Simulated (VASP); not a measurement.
**GaC3: single point with LDA**

GaC3:

```xyz
4
Lattice="3.3189 0.0000 0.0000 0.0000 3.3189 0.0000 0.0000 0.0000 3.3189" Properties=species:S:1:pos:R:3 pbc="T T T"
Ga    0.0000    0.0000    0.0000
C     0.0000    1.6595    1.6595
C     1.6595    0.0000    1.6595
C     1.6595    1.6595    0.0000
```

| Item | Value |
| --- | --- |
| Program | VASP 6.6.1 |
| Task | single point |
| Functional | LDA |
| Potentials or basis | VASP PAW LDA potentials, release 64 (Ga_d, C) |
| Cutoff | 520 eV |
| k mesh | 7 × 7 × 7 |
| Occupations | gaussian, width 0.1 eV |
| Spin | no spin polarisation |

| Item | Value |
| --- | --- |
| Pressure | -7.5 GPa |

Levels at points of the mesh, in eV from the Fermi level:
```csv
k point,band 10,band 11,band 12,band 13,band 14,band 15
"(0.00, 0.00, 0.00)",-5.39,-5.39,-0.11,1.27,1.27,1.27
```

Wall time 12 s on 1 thread of AMD EPYC 9R45 (Zen 5), with other jobs on the host, peak memory 0.11 GiB.
